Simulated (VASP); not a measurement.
ScIn2Se2:

```
CELL_PARAMETERS angstrom
3.93364 0.00000 0.00000
-1.96682 3.40663 0.00000
0.00000 0.00000 9.87060
ATOMIC_POSITIONS crystal
Sc 0.00000 0.00000 0.00000
In 0.66667 0.33333 0.38443
In 0.33333 0.66667 0.61557
Se 0.66667 0.33333 0.84494
Se 0.33333 0.66667 0.15506
```

The cell was generated, and may not be a known phase.

```yaml
Program: VASP 6.6.1
Task: relaxation of cell and atoms
Functional: PBE
Potentials_or_basis: VASP PAW PBE potentials, release 64 (Sc_sv, In_d, Se)
Cutoff: 600 eV
k_mesh: 12 × 12 × 4
Occupations: gaussian, width 0.1 eV
Spin: no spin polarisation
```

At the start: pressure 0.1 GPa; volume 26.45 Å³/atom.

Question: How do energy, volume and symmetry change on relaxing?

Answer: Over 10 steps the energy falls by 11.6 meV/atom and the volume is 26.62 Å³/atom (+0.6 %); space group P-3m1 (No. 164, to 0.1 Å) before and after.

The path:
| step | energy change (eV) | largest force (eV/Å) | pressure (GPa) | volume (Å³) |
| --- | --- | --- | --- | --- |
| 1 | 0.0000 | 0.2100 | 0.06 | 132.27 |
| 2 | -0.0182 | 0.1956 | -0.07 | 132.45 |
| 3 | -0.0429 | 0.1987 | -0.48 | 132.88 |
| 4 | -0.0502 | 0.0848 | 0.47 | 130.61 |
| 5 | -0.0504 | 0.0939 | 0.34 | 130.91 |
| 6 | -0.0552 | 0.0503 | 0.22 | 131.73 |
| 7 | -0.0576 | 0.0193 | -0.01 | 133.29 |
| 8 | -0.0578 | 0.0079 | 0.02 | 133.01 |
| 9 | -0.0578 | 0.0047 | 0.02 | 132.97 |
| 10 | -0.0578 | 0.0091 | -0.03 | 133.12 |

Final structure:
```
Sc In Se
1.0
     3.84939    0.00000    0.00000
    -1.92470    3.33367    0.00000
     0.00000    0.00000   10.37394
Sc In Se
1 2 2
Direct
  0.00000 0.00000 0.00000
  0.66667 0.33333 0.37528
  0.33333 0.66667 0.62472
  0.66667 0.33333 0.84874
  0.33333 0.66667 0.15126
```
